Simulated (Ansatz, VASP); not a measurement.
Given: the input of a run of Ansatz 0.2.0 on MgO.

File input.yaml:

```yaml
crystal:
  lattice:
    - [0.0, 2.0970013927, 2.0970013927]
    - [2.0970013927, 0.0, 2.0970013927]
    - [2.0970013927, 2.0970013927, 0.0]
  atoms:
    - { symbol: Mg, position: [0.0, 0.0, 0.0] }
    - { symbol: O, position: [0.5, 0.5, 0.5] }
kpoints:
  mp_grid: { grid: [8, 8, 8] }
scf:
  occupations: { method: fermi_dirac, width: 0.05 }
hamiltonian:
  xc: pbe
  pseudopotentials: { kind: all_electron, datasets: crystal }
output:
  forces: true
  stress: true
  eigenvalues: true
```

Potentials or basis: all-electron PAW datasets made for the crystal.

Run with:

```bash
$ ansatz run input.yaml --threads 1 --pin off --max-ram 3072MiB --backend cpu --events-out ev --progress --plain --runs-dir out
```

Translate it to VASP 6.6.1. Potentials there: VASP PAW PBE potentials, release 64 (Mg, O).

As run (the cutoff follows the program's own potentials):

The input INCAR:

```
PREC = Accurate
ENCUT = 520
EDIFF = 1E-7
ISMEAR = -1
SIGMA = 0.05
LREAL = F
LASPH = T
NELM = 60
ALGO = Normal
ISIF = 2
LWAVE = F
LCHARG = F
GGA = PE
NBANDS = 11
```

KPOINTS

```
Automatic mesh
0
Gamma
  8 8 8
```

File POSCAR:

```
MgO
1.0
    0.0000000000      2.0970013927      2.0970013927
    2.0970013927      0.0000000000      2.0970013927
    2.0970013927      2.0970013927      0.0000000000
Mg O
1 1
Direct
    0.0000000000      0.0000000000      0.0000000000
    0.5000000000      0.5000000000      0.5000000000
```

Potentials or basis: VASP PAW PBE potentials, release 64 (Mg, O).

Run with:

```sh
$ cat potpaw_PBE.64/Mg/POTCAR potpaw_PBE.64/O/POTCAR > POTCAR
$ mpirun -np 1 vasp_std > vasp.out
```

Both were run:

|  | VASP | Ansatz | Ansatz less VASP |
| --- | --- | --- | --- |
| gap on the k mesh at the Fermi level (eV) | 4.85 | 4.86 | +0.011 |
| least direct gap on the mesh (eV) | 4.85 | 4.86 | +0.011 |
| pressure (GPa) | 6.2 | 7.0 | +0.78 |

Ansatz ran all-electron here, and VASP with PAW potentials.
